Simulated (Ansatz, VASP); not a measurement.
C: VASP beside Ansatz

File INCAR:

```
ALGO = Normal
EDIFF = 1E-8
ENCUT = 520
GGA = CA
GGA_COMPAT = F
ISIF = 2
ISMEAR = -1
LASPH = T
LCHARG = F
LEFG = T
LREAL = F
LWAVE = F
NBANDS = 11
NELM = 120
PREC = Accurate
SIGMA = 0.03
```

Contents of KPOINTS:

```
k-points
0
Gamma
  16 16 16
```

File POSCAR:

```
C
1.0
    0.0000000000      1.8190680000      1.7834000000
    1.8190680000      0.0000000000      1.7834000000
    1.8190680000      1.8190680000      0.0000000000
C
2
Direct
    0.5000000000      0.5000000000      0.5000000000
    0.7500000000      0.7500000000      0.7500000000
```

Input for Ansatz:

```yaml
crystal:
  lattice:
    - [0.0, 1.819068, 1.7834]
    - [1.819068, 0.0, 1.7834]
    - [1.819068, 1.819068, 0.0]
  atoms:
    - { symbol: C, position: [0.5, 0.5, 0.5] }
    - { symbol: C, position: [0.75, 0.75, 0.75] }
kpoints:
  mp_grid: { grid: [16, 16, 16] }
scf:
  occupations: { method: fermi_dirac, width: 0.03 }
hamiltonian:
  xc: lda
  pseudopotentials: { kind: paw }
output:
  forces: true
  stress: true
  eigenvalues: true
  efg: { contact_densities: true }
  write_density: true
  write_potential: true
  elf: true
  volumetric_format: npy
```

Change from the starting cell: equal xx and yy strain of +2 %, PAW files.

Alike in both runs: task electric field gradients; functional LDA; k mesh 16 × 16 × 16; occupations fermi-dirac, width 0.03 eV; no spin polarisation.

```csv
,VASP,Ansatz
version,VASP 6.6.1,Ansatz 0.2.0
potentials or method,"VASP PAW LDA potentials, release 64 (C)","PAW with Ansatz's default frozen-core files, scalar-relativistic"
plane-wave cutoff (eV),520,420
valence electrons in the cell,8,8
```

|  | VASP | Ansatz | Ansatz less VASP |
| --- | --- | --- | --- |
| gap on the k mesh at the Fermi level (eV) | 3.51 | 3.52 | +0.009 |
| pressure (GPa) | -27.2 | -28.5 | -1.26 |
| traceless stress, the component that is largest in VASP (GPa) | 11.46 | 11.48 | +0.017 |
| size of Vzz on the site where it differs most (V/Å²) | 0.7 | 0.9 | +0.20 |

LDA's correlation is that of Perdew and Zunger in VASP and of Perdew and Wang (1992) in Ansatz.
